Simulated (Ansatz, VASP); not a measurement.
## GaN: VASP beside Ansatz

```
Ga N
1.0
     0.00000    2.09658    2.09658
     2.09658    0.00000    2.09658
     2.09658    2.09658    0.00000
Ga N
1 1
Direct
  0.00000 0.00000 0.00000
  0.50000 0.50000 0.50000
```

Alike in both runs: task single point; functional LDA; k mesh 8 × 8 × 8; occupations fermi-dirac, width 0.05 eV; no spin polarisation.

```csv
,VASP,Ansatz
version,VASP 6.6.1,Ansatz 0.2.0
potentials or method,"VASP PAW LDA potentials, release 64 (Ga_d, N), cutoff 600 eV","plane waves, PAW"
valence electrons in the cell,18,18
```

```tsv
	VASP	Ansatz	Ansatz less VASP
pressure (GPa)	-0.9	-2.2	-1.23
```

LDA's correlation is that of Perdew and Zunger in VASP and of Perdew and Wang (1992) in Ansatz.
